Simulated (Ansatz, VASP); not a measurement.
One calculation of HC6, two programs

File INCAR:

```
  PREC = Accurate
  ENCUT = 520
  EDIFF = 1E-6
  ISMEAR = 0
  SIGMA = 0.1
  LREAL = F
  LASPH = T
  NELM = 80
  ALGO = Normal
  ISIF = 2
  LWAVE = F
  LCHARG = F
  LDIPOL = T
  IDIPOL = 3
  DIPOL = 0.5 0.5 0.314
  GGA = PE
  NBANDS = 38
```

KPOINTS

```
Automatic mesh
0
Gamma
  6 3 1
```

File POSCAR:

```
HC6
1.0
    4.9326910638      0.0000000000      0.0000000000
    0.0000000000      8.5222964205      0.0000000000
    0.0000000000      0.0000000000     22.9416055954
C H
12 2
Direct
    0.0000000000      0.0000000000      0.1743557130
    0.5000000000      0.0000000000      0.1743557130
    0.2500000000      0.0000000000      0.2053898368
    0.7500000000      0.0000000000      0.2053898368
    0.2500000000      0.0000000000      0.2674580844
    0.7500000000      0.0000000000      0.2674580844
    0.0000000000      0.0000000000      0.2977124344
    0.5000000000      0.0000000000      0.2977124344
    0.0000000000      0.0000000000      0.3626190265
    0.5000000000      0.0000000000      0.3626190265
    0.2500000000      0.0000000000      0.3897550046
    0.7500000000      0.0000000000      0.3897550046
    0.1739765890      0.0000000000      0.5030862181
    0.3260234110      0.0000000000      0.5030862181
```

Input for Ansatz:

```yaml
crystal:
  lattice:
    - [4.9326910638, 0.0, 0.0]
    - [0.0, 8.5222964205, 0.0]
    - [0.0, 0.0, 22.9416055954]
  atoms:
    - { symbol: C, position: [0.0, 0.0, 0.174355713] }
    - { symbol: C, position: [0.5, 0.0, 0.174355713] }
    - { symbol: C, position: [0.25, 0.0, 0.2053898368] }
    - { symbol: C, position: [0.75, 0.0, 0.2053898368] }
    - { symbol: C, position: [0.25, 0.0, 0.2674580844] }
    - { symbol: C, position: [0.75, 0.0, 0.2674580844] }
    - { symbol: C, position: [0.0, 0.0, 0.2977124344] }
    - { symbol: C, position: [0.5, 0.0, 0.2977124344] }
    - { symbol: C, position: [0.0, 0.0, 0.3626190265] }
    - { symbol: C, position: [0.5, 0.0, 0.3626190265] }
    - { symbol: C, position: [0.25, 0.0, 0.3897550046] }
    - { symbol: C, position: [0.75, 0.0, 0.3897550046] }
    - { symbol: H, position: [0.173976589, 0.0, 0.5030862181] }
    - { symbol: H, position: [0.326023411, 0.0, 0.5030862181] }
basis:
  ecutwfc: 420
kpoints:
  mp_grid: { grid: [6, 3, 1] }
hamiltonian:
  xc: pbe
  pseudopotentials: { kind: paw, azcp: { folder: soft_1 } }
scf:
  occupations: { method: gaussian, width: 0.1 }
output:
  forces: true
  eigenvalues: true
efield:
  axis: 3
  dipole_correction: true
  ramp_width: 0.04
```

Alike in both runs: task single point; functional PBE; k mesh 6 × 3 × 1; occupations gaussian, width 0.1 eV; no spin polarisation.

|  | VASP | Ansatz |
| --- | --- | --- |
| version | VASP 6.6.1 | Ansatz 0.2.0 |
| potentials or method | VASP PAW PBE potentials, release 64 (C, H), cutoff 520 eV | scalar-relativistic, plane waves, PAW |
| valence electrons in the cell | 50 | 50 |

|  | VASP | Ansatz | Ansatz less VASP |
| --- | --- | --- | --- |
| gap on the k mesh at the Fermi level (eV) | 0.08 | 0.08 | -0.002 |
| least direct gap on the mesh (eV) | 0.08 | 0.08 | -0.002 |
| rms of the force components (eV/Å) | 0.862 | 0.868 | +0.0062 |

Atom by atom the forces differ by 0.016 eV/Å (rms over components).
